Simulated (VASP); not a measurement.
Crystal: Na4TmSb.

```xyz
6
Lattice="5.5523 0.0000 0.0000 -2.7761 4.8084 0.0000 0.0000 0.0000 6.4210" Properties=species:S:1:pos:R:3 pbc="T T T"
Na    0.0000    3.2056    4.8549
Na    0.0000    3.2056    1.5661
Na    2.7761    1.6028    4.8549
Na    2.7761    1.6028    1.5661
Tm    0.0000    0.0000    3.2105
Sb    0.0000    0.0000    0.0000
```

The cell was generated, and may not be a known phase.

```yaml
Program: VASP 6.6.1
Task: relaxation of cell and atoms
Functional: PBE
Potentials_or_basis: VASP PAW PBE potentials, release 64 (Na_pv, Tm_3, Sb), 4f in core
Cutoff: 500 eV
k_mesh: 6 × 6 × 4
Occupations: gaussian, width 0.1 eV
Spin: no spin polarisation
```

At the start: pressure -0.2 GPa; volume 28.57 Å³/atom.

Task: How do energy, volume and symmetry change on relaxing?

Result: Over 5 steps the energy falls by 2.7 meV/atom and the volume is 28.41 Å³/atom (-0.6 %); space group P6/mmm (No. 191, to 0.1 Å) before and after.

Step by step:
```csv
step,energy change (eV),largest force (eV/Å),pressure (GPa),volume (Å³)
1,0.0000,0.0151,-0.23,171.42
2,-0.0103,0.0255,-0.01,170.42
3,-0.0142,0.0352,0.23,169.40
4,-0.0142,0.0359,0.25,169.32
5,-0.0162,0.0364,0.13,170.44
```

Final structure:
```
CELL_PARAMETERS angstrom
5.59569 0.00000 0.00000
-2.79785 4.84601 0.00000
0.00000 0.00000 6.28554
ATOMIC_POSITIONS crystal
Na 0.33333 0.66667 0.75551
Na 0.33333 0.66667 0.24449
Na 0.66667 0.33333 0.75551
Na 0.66667 0.33333 0.24449
Tm 0.00000 0.00000 0.50000
Sb 0.00000 0.00000 0.00000
```
